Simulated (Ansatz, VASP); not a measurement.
# SnO2 in VASP and in Ansatz

```
Sn O
1.0
     4.73800    0.00000    0.00000
     0.00000    4.73800    0.00000
     0.00000    0.00000    3.15463
Sn O
2 4
Direct
  0.00000 0.00000 0.00000
  0.50000 0.50000 0.50000
  0.30502 0.30502 0.00000
  0.19498 0.80502 0.50000
  0.69498 0.69498 0.00000
  0.80502 0.19498 0.50000
```

Change from the starting cell: z stretched by -1 %, ions relaxed.

Alike in both runs: functional PBE; k mesh 7 × 7 × 9; occupations fermi-dirac, width 0.02 eV; no spin polarisation.

Ansatz relaxed the structure, and its values are those at the end. VASP's run is a single point on that final structure, the one shown.

|  | VASP | Ansatz |
| --- | --- | --- |
| version | VASP 6.6.1 | Ansatz 0.2.0 |
| potentials or method | VASP PAW PBE potentials, release 64 (Sn_d, O) | plane-wave PAW, scalar-relativistic |
| plane-wave cutoff (eV) | 520 | 420 |
| valence electrons in the cell | 52 | 52 |

VASP gave:

- gap on the k mesh at the Fermi level (eV): 1.38
- pressure (GPa): 14.1
- rms of the force components (eV/Å): 0.020

Question: Estimate Ansatz's values.

Answer: gap on the k mesh at the Fermi level (eV): 1.39; pressure (GPa): 13.4; rms of the force components (eV/Å): 0.011.

With one functional, cell and mesh, what is left measures potentials, basis and numerics. Ansatz's warnings: stress scf threshold loose.
